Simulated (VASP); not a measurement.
A run of VASP 6.6.1 is set up as follows.

The input INCAR:

```
SYSTEM = Cu
ALGO = Normal
EDIFF = 1E-6
ENCUT = 520
GGA = CA
ISIF = 2
ISMEAR = 1
LASPH = .True.
LCHARG = .False.
LREAL = .False.
LWAVE = .False.
NBANDS = 12
NELM = 80
PREC = Accurate
SIGMA = 1.0
```

File KPOINTS:

```
k-points
0
Gamma
  15 15 15
  0 0 0
```

The input POSCAR:

```
Cu
1.0
    0.0000000000      1.7588202533      1.7588202533
    1.7588202533      0.0000000000      1.7588202533
    1.7588202533      1.7588202533      0.0000000000
Cu
1
Direct
    0.0000000000      0.0000000000      0.0000000000
```

Potentials or basis: VASP PAW LDA potentials, release 64 (Cu).

Launch:

```console
$ cat potpaw_LDA.64/Cu/POTCAR > POTCAR
$ mpirun -np 1 vasp_std > vasp.out
```

(1) Predict the pressure.

Answers

(1) 0.1 GPa.
